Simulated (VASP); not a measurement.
A run of VASP 6.6.1 is set up as follows.

The input INCAR:

```
SYSTEM = In2BiSb
PREC     = Accurate       ! precision mode
ENCUT    = 520            ! plane-wave cutoff, eV
EDIFF    = 1E-6           ! SCF threshold, eV
ISMEAR   = 0              ! smearing method
SIGMA    = 0.1            ! smearing width, eV
LREAL    = .False.        ! projectors in reciprocal space
LASPH    = .True.         ! aspherical terms in the spheres
NELM     = 60             ! most SCF steps
ALGO     = Normal         ! electronic algorithm
ISIF     = 2              ! what is computed and relaxed
LWAVE    = .False.        ! write WAVECAR
LCHARG   = .False.        ! write CHGCAR
LDIPOL   = .True.       
IDIPOL   = 3            
DIPOL    = 0.5 0.5 0.499
GGA      = PE             ! functional
NBANDS   = 31             ! bands
```

The input KPOINTS:

```
regular mesh
0
Gamma
  6 6 1
  0 0 0
```

POSCAR

```
In2BiSb
1.0
    4.8654241700      0.0000000000      0.0000000000
   -2.4327120900      4.2135813300      0.0000000000
    0.0000000000      0.0000000000     19.0000000000
In Sb Bi
2 1 1
Direct
    0.3333333300      0.6666666700      0.5538731000
    0.6666666700      0.3333333300      0.4404426900
    0.3333333300      0.6666666700      0.3896517000
    0.6666666700      0.3333333300      0.6103483000
```

Potentials or basis: VASP PAW PBE potentials, release 64 (In_d, Sb, Bi_d).

Launch:

```sh
$ cat potpaw_PBE.64/In_d/POTCAR potpaw_PBE.64/Sb/POTCAR potpaw_PBE.64/Bi_d/POTCAR > POTCAR
$ mpirun -np 1 vasp_std > vasp.out
```

Problem. What does it give for the largest force?

Solution. 0.149 eV/Å.

Problem. Predict the band gap on the k mesh.

Solution. Zero (filled and empty bands touch).

Forces in eV/Å, atoms in the order of the input:
```
In   0.000  0.000 -0.118
In   0.000  0.000  0.007
Sb   0.000  0.000 -0.038
Bi   0.000  0.000  0.149
```

Caveat: spin-orbit coupling is left out, which moves the levels of the heavy elements.
